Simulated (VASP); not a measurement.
# Y4Pb3 (Pm-3m) in VASP: a series of runs

Runs on Y4Pb3. Level: PBE. Tasks: single point, relaxation of cell and atoms.

All numbers are computed with VASP 6.6.1; they aren't measurements. Logs are shortened: lines on timing, memory, paths and dates and some standing lists are left out, and cuts for length are marked.

**1. The cell of the first run**

The structure is cubic, space group Pm-3m (No. 221). Conventional cell: a = 6.206 Å, b = 6.206 Å, c = 6.206 Å, α = 90.00°, β = 90.00°, γ = 90.00°. Y (site symmetry m-3m) has 6 Pb at 3.10 Å within 4.1 Å. Y (site symmetry 4/mmm) has 4 Pb at 3.10 Å within 4.1 Å. Within 4.1 Å of Pb (site symmetry 4/mmm) lie 6 Y at 3.10 Å.

The cell was built from a structure type or drawn by symmetry, and may not be a known phase.

**2. Single point, PBE**

File INCAR:

```
SYSTEM = Y4Pb3
ALGO = Normal
EDIFF = 1E-6
ENCUT = 520
GGA = PE
ISIF = 2
ISMEAR = 0
LASPH = .TRUE.
LCHARG = .FALSE.
LREAL = .FALSE.
LWAVE = .FALSE.
NBANDS = 52
NELM = 100
PREC = Accurate
SIGMA = 0.1
```

File KPOINTS:

```
k-points
0
G
  6 6 6
  0 0 0
```

File POSCAR:

```
Y4Pb3
1.0
    6.2063167678      0.0000000000      0.0000000000
    0.0000000000      6.2063167678      0.0000000000
    0.0000000000      0.0000000000      6.2063167678
Y Pb
4 3
Direct
    0.5000000000      0.5000000000      0.5000000000
    0.5000000000      0.0000000000      0.0000000000
    0.0000000000      0.5000000000      0.0000000000
    0.0000000000      0.0000000000      0.5000000000
    0.5000000000      0.5000000000      0.0000000000
    0.0000000000      0.5000000000      0.5000000000
    0.5000000000      0.0000000000      0.5000000000
```

Potentials or basis: VASP PAW PBE potentials, release 64 (Y_sv, Pb_d).

On the command line:

```bash
$ cat potpaw_PBE.64/Y_sv/POTCAR potpaw_PBE.64/Pb_d/POTCAR > POTCAR
$ mpirun -np 1 vasp_std > vasp.out
```

OUTCAR:

```text
SYSTEM = Y4Pb3
   EDIFF = 1E-6
   ENCUT = 520
   GGA = PE
   ISIF = 2
   ISMEAR = 0
   LASPH = .TRUE.
   LREAL = .FALSE.
   NELM = 100
   PREC = Accurate

 ion  position               nearest neighbor table
   1  0.500  0.500  0.500-   5 3.10   6 3.10   7 3.10   5 3.10   7 3.10   6 3.10
   2  0.500  0.000  0.000-   5 3.10   7 3.10   7 3.10   5 3.10
   3  0.000  0.500  0.000-   5 3.10   6 3.10   6 3.10   5 3.10
   4  0.000  0.000  0.500-   6 3.10   7 3.10   6 3.10   7 3.10
   5  0.500  0.500  0.000-   1 3.10   2 3.10   3 3.10   1 3.10   2 3.10   3 3.10
   6  0.000  0.500  0.500-   1 3.10   3 3.10   4 3.10   3 3.10   4 3.10   1 3.10
   7  0.500  0.000  0.500-   1 3.10   2 3.10   4 3.10   2 3.10   1 3.10   4 3.10

  LATTYP: Found a simple cubic cell.
 ALAT       =     6.2063167678

  Lattice vectors:

 A1 = (   6.2063167678,   0.0000000000,   0.0000000000)
 A2 = (   0.0000000000,   6.2063167678,   0.0000000000)
 A3 = (   0.0000000000,   0.0000000000,   6.2063167678)

Analysis of symmetry for initial positions (statically):
=====================================================================
 Subroutine PRICEL returns:
 Original cell was already a primitive cell.

 Routine SETGRP: Setting up the symmetry group for a
 simple cubic supercell.

 Subroutine GETGRP returns: Found 48 space group operations
 (whereof 48 operations were pure point group operations)
 out of a pool of 48 trial point group operations.

The static configuration has the point symmetry O_h .

Analysis of symmetry for dynamics (positions and initial velocities):
=====================================================================
 Subroutine PRICEL returns:
 Original cell was already a primitive cell.

 Routine SETGRP: Setting up the symmetry group for a
 simple cubic supercell.

 Subroutine GETGRP returns: Found 48 space group operations
 (whereof 48 operations were pure point group operations)
 out of a pool of 48 trial point group operations.

The dynamic configuration has the point symmetry O_h .

 Subroutine INISYM returns: Found 48 space group operations
 (whereof 48 operations are pure point group operations),
 and found     1 'primitive' translations

----------------------------------------------------------------------------------------

                                     Primitive cell

  volume of cell :     239.0572

  direct lattice vectors                    reciprocal lattice vectors
     6.206316768  0.000000000  0.000000000     0.161126162  0.000000000  0.000000000
     0.000000000  6.206316768  0.000000000     0.000000000  0.161126162  0.000000000
     0.000000000  0.000000000  6.206316768     0.000000000  0.000000000  0.161126162

  length of vectors
     6.206316768  6.206316768  6.206316768     0.161126162  0.161126162  0.161126162

  position of ions in fractional coordinates (direct lattice)
     0.500000000  0.500000000  0.500000000
     0.500000000  0.000000000  0.000000000
     0.000000000  0.500000000  0.000000000
     0.000000000  0.000000000  0.500000000
     0.500000000  0.500000000  0.000000000
     0.000000000  0.500000000  0.500000000
     0.500000000  0.000000000  0.500000000

  ion indices of the primitive-cell ions
   primitive index   ion index
                 1           1
                 2           2
                 3           3
                 4           4
                 5           5
                 6           6
                 7           7

----------------------------------------------------------------------------------------

 KPOINTS: k-points

Automatic generation of k-mesh.
 Grid dimensions read from file:
 generate k-points for:    6    6    6

 Generating k-lattice:

  Cartesian coordinates                     Fractional coordinates (reciprocal lattice)
     0.026854360  0.000000000  0.000000000     0.166666667  0.000000000  0.000000000
     0.000000000  0.026854360  0.000000000     0.000000000  0.166666667  0.000000000
     0.000000000  0.000000000  0.026854360     0.000000000  0.000000000  0.166666667

  Length of vectors
     0.026854360  0.026854360  0.026854360

  Shift w.r.t. Gamma in fractional coordinates (k-lattice)
     0.000000000  0.000000000  0.000000000

 Subroutine IBZKPT returns following result:
 ===========================================

 Found     20 irreducible k-points:

 Following reciprocal coordinates:
            Coordinates               Weight
  0.000000  0.000000  0.000000      1.000000
  0.166667  0.000000  0.000000      6.000000
  0.333333  0.000000  0.000000      6.000000
  0.500000  0.000000  0.000000      3.000000
  0.166667  0.166667  0.000000     12.000000
  0.333333  0.166667  0.000000     24.000000
[... 12 lines left out ...]
  0.500000  0.500000  0.333333      6.000000
  0.500000  0.500000  0.500000      1.000000
   k-points           NKPTS =     20   k-points in BZ     NKDIM =     20   number of bands    NBANDS=     52
   number of dos      NEDOS =    301   number of ions     NIONS =      7
   total plane-waves  NPLWV = 110592
   dimension x,y,z NGX =    48 NGY =   48 NGZ =   48
   dimension x,y,z NGXF=    96 NGYF=   96 NGZF=   96
   ions per type =               4   3
   NGX,Y,Z   is equivalent  to a cutoff of  12.86, 12.86, 12.86 a.u.
   NGXF,Y,Z  is equivalent  to a cutoff of  25.72, 25.72, 25.72 a.u.
 SYSTEM =  Y4Pb3
   PREC   = accura    normal or accurate (medium, high low for compatibility)
   ISTART =      0    job   : 0-new  1-cont  2-samecut
   ICHARG =      2    charge: 1-file 2-atom 10-const
   ISPIN  =      1    spin polarized calculation?
   LNONCOLLINEAR =      F non collinear calculations
   LSORBIT =      F    spin-orbit coupling
   LASPH  =      T    aspherical Exc in radial PAW
   ENCUT  =  520.0 eV  38.22 Ry    6.18 a.u.  11.54 11.54 11.54*2*pi/ulx,y,z
   NELM   =    100;   NELMIN=  2; NELMDL= -5     # of ELM steps
   EDIFF  = 0.1E-05   stopping-criterion for ELM
   LREAL  =      F    real-space projection
   EDIFFG = 0.1E-04   stopping-criterion for IOM
   NSW    =      0    number of steps for IOM
   IBRION =     -1    ionic relax: 0-MD 1-quasi-New 2-CG
   NFREE  =      0    steps in history (QN), initial steepest desc. (CG)
   ISIF   =      2    stress and relaxation
   ISYM   =      2    0-nonsym 1-usesym 2-fastsym
   POTIM  = 0.5000    time-step for ionic-motion
   TEBEG  =    0.0;   TEEND  =   0.0 temperature during run
   PSTRESS=    0.0 pullay stress
   NELECT =      86.0000    total number of electrons
   NUPDOWN=      -1.0000    fix difference up-down
   EMIN   =  10.00;   EMAX   =-10.00  energy-range for DOS
   EFERMI =   0.00;   METHOD = LEGACY
   ISMEAR =     0;   SIGMA  =   0.10  broadening in eV -4-tet -1-fermi 0-gaus
   EFERMI_NEDOS =   21; number of points for ismear=-14 and -15
   IALGO  =     38    algorithm
   IMIX   =      4    mixing-type and parameters
     AMIX     =   0.40;   BMIX     =  1.00
     AMIX_MAG =   1.60;   BMIX_MAG =  1.00
  volume/ion in A,a.u.               =      34.15       230.46
  Fermi-wavevector in a.u.,A,eV,Ry     =   1.164324  2.200253 18.444731  1.355650
  Thomas-Fermi vector in A             =   2.300863
   LORBIT       =      0    0 simple, 1 ext, 2 COOP (PROOUT), +10 PAW based schemes
   GGA     = PE    functional components
   LHFCALC =     F    Hartree Fock is set to
   AEXX    =    0.0000 exact exchange contribution
   IVDW    =     0    specifies the selected vdW correction
   LEPSILON=     F    determine dielectric tensor
   LRPA    =     F    only Hartree local field effects (RPA)
 non-spin polarized calculation
 Gauss-broadening in eV      SIGMA  =   0.10
  energy-cutoff  :      520.00
  volume of cell :      239.06
 maximum number of plane-waves:      6488
 NGX is ok and might be reduce to    48
   NGX = 23   NGY = 23   NGZ = 23

 number of electron      85.9999981 magnetization

 Free energy of the ion-electron system (eV)
  ---------------------------------------------------
  ext. energy  EPLUGINS =         0.00000000
  ---------------------------------------------------
  free energy    TOTEN  =       -38.07889631 eV

  energy without entropy =      -38.03272402  energy(sigma->0) =      -38.05581017

 E-fermi :   3.9236     XC(G=0):  -9.2763

 val. band max:        3.9124231040   @ k =   0.5000   0.5000   0.3333
 cond. band min:       3.9261403683   @ k =   0.5000   0.3333   0.1667
 fundamental gap:      0.0137172642
 Fermi energy:         3.9236330660

 k-point     1 :       0.0000    0.0000    0.0000
  band No.  band energies     occupation
      1     -39.3467      2.00000
      2     -39.3428      2.00000
      3     -39.3428      2.00000
      4     -38.5912      2.00000
      5     -19.4174      2.00000
      6     -19.4174      2.00000
[... 44 lines left out ...]
     51       6.1917      0.00000
     52       6.1917      0.00000

 k-point     2 :       0.1667    0.0000    0.0000
  band No.  band energies     occupation
      1     -39.3464      2.00000
      2     -39.3430      2.00000
      3     -39.3427      2.00000
      4     -38.5911      2.00000
      5     -19.4171      2.00000
      6     -19.4171      2.00000
[... 44 lines left out ...]
     51       6.2224      0.00000
     52       6.2355      0.00000

 k-point     3 :       0.3333    0.0000    0.0000
  band No.  band energies     occupation
      1     -39.3457      2.00000
      2     -39.3436      2.00000
      3     -39.3427      2.00000
      4     -38.5911      2.00000
      5     -19.4164      2.00000
      6     -19.4164      2.00000
[... 44 lines left out ...]
     51       6.4218      0.00000
     52       6.4219      0.00000
[... 826 lines left out ...]
 k-point    19 :       0.5000    0.5000    0.3333
  band No.  band energies     occupation
      1     -39.3438      2.00000
      2     -39.3438      2.00000
      3     -39.3438      2.00000
      4     -38.5907      2.00000
      5     -19.4485      2.00000
      6     -19.3999      2.00000
[... 44 lines left out ...]
     51       6.6372      0.00000
     52       6.6919      0.00000

 k-point    20 :       0.5000    0.5000    0.5000
  band No.  band energies     occupation
      1     -39.3437      2.00000
      2     -39.3437      2.00000
      3     -39.3437      2.00000
      4     -38.5907      2.00000
      5     -19.4518      2.00000
      6     -19.3967      2.00000
[... 44 lines left out ...]
     51       6.7068      0.00000
     52       6.7073      0.00000

------------------------ aborting loop because EDIFF is reached ----------------------------------------

  FORCE on cell =-STRESS in cart. coord.  units (eV):
  Direction    XX          YY          ZZ          XY          YZ          ZX
  --------------------------------------------------------------------------------------
  -------------------------------------------------------------------------------------
  Total       -0.0805652     -0.0805652     -0.0805652     -0.0000000      0.0000000     -0.0000000
  in kB       -0.5399535     -0.5399535     -0.5399535     -0.0000000      0.0000000     -0.0000000
  external PRESSURE =      -0.5399535 kB  Pullay stress =       0.0000000 kB

 VOLUME and BASIS-vectors are now :
 -----------------------------------------------------------------------------
  energy-cutoff  :      520.00
  volume of cell :      239.06
      direct lattice vectors                 reciprocal lattice vectors
     6.206316768  0.000000000  0.000000000     0.161126162  0.000000000  0.000000000
     0.000000000  6.206316768  0.000000000     0.000000000  0.161126162  0.000000000
     0.000000000  0.000000000  6.206316768     0.000000000  0.000000000  0.161126162

 POSITION                                       TOTAL-FORCE (eV/Angst)
 -----------------------------------------------------------------------------------
      3.10316      3.10316      3.10316         0.000000      0.000000      0.000000
      3.10316      0.00000      0.00000         0.000000      0.000000      0.000000
      0.00000      3.10316      0.00000         0.000000      0.000000      0.000000
      0.00000      0.00000      3.10316         0.000000      0.000000      0.000000
      3.10316      3.10316      0.00000         0.000000      0.000000      0.000000
      0.00000      3.10316      3.10316         0.000000      0.000000      0.000000
      3.10316      0.00000      3.10316         0.000000      0.000000      0.000000
 -----------------------------------------------------------------------------------
    total drift:                                0.000000      0.000000      0.000000

  FREE ENERGIE OF THE ION-ELECTRON SYSTEM (eV)
  ---------------------------------------------------
  free  energy   TOTEN  =       -38.0788963091 eV

  energy  without entropy=      -38.0327240226  energy(sigma->0) =      -38.05581017
```

It took 7.3 min on 1 thread of Intel Xeon Platinum 8375C at 2.90GHz (Ice Lake), shared host; peak memory 0.44 GiB.

Results:

| Quantity | Value |
| --- | --- |
| Free energy | -38.0789 eV |
| Pressure | -0.1 GPa |
| Band gap on the k mesh | zero (bands 43 and 44 overlap by 0.61 eV) |

Levels at points of the mesh, in eV from the Fermi level:
```tsv
k point	band 41	band 42	band 43	band 44	band 45	band 46
(0.00, 0.00, 0.00)	0.04	0.56	0.56	0.56	1.45	1.45
(0.50, 0.00, 0.00)	-0.95	-0.16	0.55	0.55	0.60	0.64
(0.50, 0.50, 0.00)	-1.09	-0.73	-0.51	0.13	0.45	1.17
(0.50, 0.50, 0.50)	-0.93	-0.75	-0.75	-0.01	0.95	0.95
```

Caveat: spin-orbit coupling is left out, which moves the levels of the heavy elements.

**3. Relaxation of cell and atoms, PBE**

This run uses another cell than the first one, of 33.99 Å³/atom.

File INCAR:

```
SYSTEM = Y4Pb3
PREC = Accurate ; ENCUT = 600
EDIFF = 1E-7 ; ISMEAR = 0
SIGMA = 0.1 ; LREAL = .False.
LASPH = .True. ; NELM = 100
ALGO = Normal ; ISIF = 3
LWAVE = .False. ; LCHARG = .False.
GGA = PE ; IBRION = 2
NSW = 100 ; EDIFFG = -0.01
```

File KPOINTS:

```
regular mesh
0
Gamma
  6 6 6
  0 0 0
```

POSCAR, as its differences from that of step 2:

```diff
@@ -2,5 +2,5 @@
 1.0
-    6.2063167678      0.0000000000      0.0000000000
-    0.0000000000      6.2063167678      0.0000000000
-    0.0000000000      0.0000000000      6.2063167678
+    6.1963318481      0.0000000000      0.0000000000
+    0.0000000000      6.1963318481      0.0000000000
+    0.0000000000      0.0000000000      6.1963318481
 Y Pb
```

Potentials or basis: VASP PAW PBE potentials, release 64 (Y_sv, Pb_d).

On the command line:

```bash
$ cat potpaw_PBE.64/Y_sv/POTCAR potpaw_PBE.64/Pb_d/POTCAR > POTCAR
$ mpirun -np 1 vasp_std > vasp.out
```

Wall time 26 min (1 thread of Intel Xeon Platinum 8375C at 2.90GHz (Ice Lake), shared host); peak memory 0.54 GiB.

The run converged. Its results:

```
Free energy                           : -38.0792 eV
Relaxed volume                        : 34.13 Å³/atom
Relaxed cell                          : a = 6.205 Å, b = 6.205 Å, c = 6.205 Å, α = 90.00°, β = 90.00°, γ = 90.00°
Space group after relaxing (to 0.1 Å) : Pm-3m (No. 221)
Energy gained by relaxing             : 0.1 meV/atom
Ionic steps                           : 3
Pressure after relaxing               : 0.0 GPa
Band gap on the k mesh                : zero (bands 43 and 44 overlap by 0.61 eV)
```

Step by step:
| step | energy change (eV) | largest force (eV/Å) | pressure (GPa) | volume (Å³) |
| --- | --- | --- | --- | --- |
| 1 | 0.0000 | 0.0000 | 0.20 | 237.91 |
| 2 | -0.0005 | 0.0000 | -0.09 | 239.35 |
| 3 | -0.0006 | 0.0000 | 0.00 | 238.91 |

Final structure:
```
CELL_PARAMETERS angstrom
6.20502 0.00000 0.00000
0.00000 6.20502 0.00000
0.00000 0.00000 6.20502
ATOMIC_POSITIONS crystal
Y 0.50000 0.50000 0.50000
Y 0.50000 0.00000 0.00000
Y 0.00000 0.50000 0.00000
Y 0.00000 0.00000 0.50000
Pb 0.50000 0.50000 0.00000
Pb 0.00000 0.50000 0.50000
Pb 0.50000 0.00000 0.50000
```

Levels at points of the mesh, in eV from the Fermi level:
```csv
k point,band 40,band 41,band 42,band 43,band 44,band 45,band 46,band 47
"(0.00, 0.00, 0.00)",0.04,0.04,0.56,0.56,0.56,1.45,1.45,1.45
"(0.50, 0.00, 0.00)",-0.95,-0.95,-0.16,0.55,0.55,0.60,0.64,1.30
"(0.50, 0.50, 0.00)",-1.09,-1.09,-0.73,-0.51,0.13,0.45,1.17,1.17
"(0.50, 0.50, 0.50)",-0.93,-0.93,-0.75,-0.75,-0.01,0.95,0.95,0.95
```

Caveat: spin-orbit coupling is left out, which moves the levels of the heavy elements.

[end of part 1 of 2]
